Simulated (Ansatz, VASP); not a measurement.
NaCl: VASP beside Ansatz

INCAR

```
SYSTEM = NaCl
  PREC = Accurate
  ENCUT = 500
  EDIFF = 1E-6
  ISMEAR = -4
  SIGMA = 0.1
  LREAL = .False.
  LASPH = .True.
  NELM = 200
  ALGO = Normal
  ISIF = 2
  LWAVE = .False.
  LCHARG = .False.
  LDAU = .True.
  LDAUTYPE = 2
  LDAUL = -1 1
  LDAUU = 0 3.8
  LDAUJ = 0 0
  LDAUPRINT = 1
  GGA = PS
  NBANDS = 14
  GGA_COMPAT = .False.
```

File KPOINTS:

```
Automatic mesh
0
Gamma
  6 6 6
  0 0 0
```

File POSCAR:

```
NaCl
1.0
    3.5021900000      0.0000000000      0.0000000000
    0.0000000000      3.5021900000      0.0000000000
    0.0000000000      0.0000000000      3.5021900000
Na Cl
1 1
Direct
    0.0000000000      0.0000000000      0.0000000000
    0.5000000000      0.5000000000      0.5000000000
```

Input for Ansatz:

```yaml
crystal:
  lattice:
    - [3.50219, 0.0, 0.0]
    - [0.0, 3.50219, 0.0]
    - [0.0, 0.0, 3.50219]
  atoms:
    - { symbol: Na, position: [0.0, 0.0, 0.0] }
    - { symbol: Cl, position: [0.5, 0.5, 0.5] }
basis:
  ecutwfc: 420
kpoints:
  mp_grid: { grid: [6, 6, 6] }
hamiltonian:
  xc: pbesol
  hubbard:
    sites: [{ species: Cl, l: p, u_eff: 3.8 }]
    projectors: ortho-atomic
scf:
  occupations: { method: tetrahedron_uncorrected }
  mixing: { beta: 0.34, preconditioner: local_kerker }
  initial_density: { chi_scale: 0, normalization: atom }
  max_iter: 89
output:
  forces: true
  stress: true
  eigenvalues: true
```

Alike in both runs: task single point; functional PBEsol; k mesh 6 × 6 × 6; no spin polarisation; Hubbard terms Cl p U = 3.8 eV.

|  | VASP | Ansatz |
| --- | --- | --- |
| version | VASP 6.6.1 | Ansatz 0.2.0 |
| potentials or method | VASP PAW PBE potentials, release 64 (Na_pv, Cl), cutoff 500 eV | scalar-relativistic, plane waves, PAW |
| occupations | tetrahedron | tetrahedron-uncorrected |
| valence electrons in the cell | 14 | 16 |

Ansatz gave:

| Property | Result |
| --- | --- |
| gap on the k mesh at the Fermi level (eV) | 5.42 |
| least direct gap on the mesh (eV) | 5.93 |
| pressure (GPa) | -1.3 |

**Question.** What did VASP give for the same quantities?

**Answer.** gap on the k mesh at the Fermi level (eV): 4.03; least direct gap on the mesh (eV): 4.52; pressure (GPa): -1.5.

VASP's potentials were made for PBE, not for PBEsol. The programs project onto different local orbitals, so the same U acts differently, and such runs can settle in different states. VASP's potentials hold 14 valence electrons a cell and Ansatz's 16, so a difference there can come from the potentials and not from the codes. Ansatz's warnings: band table not solved further.
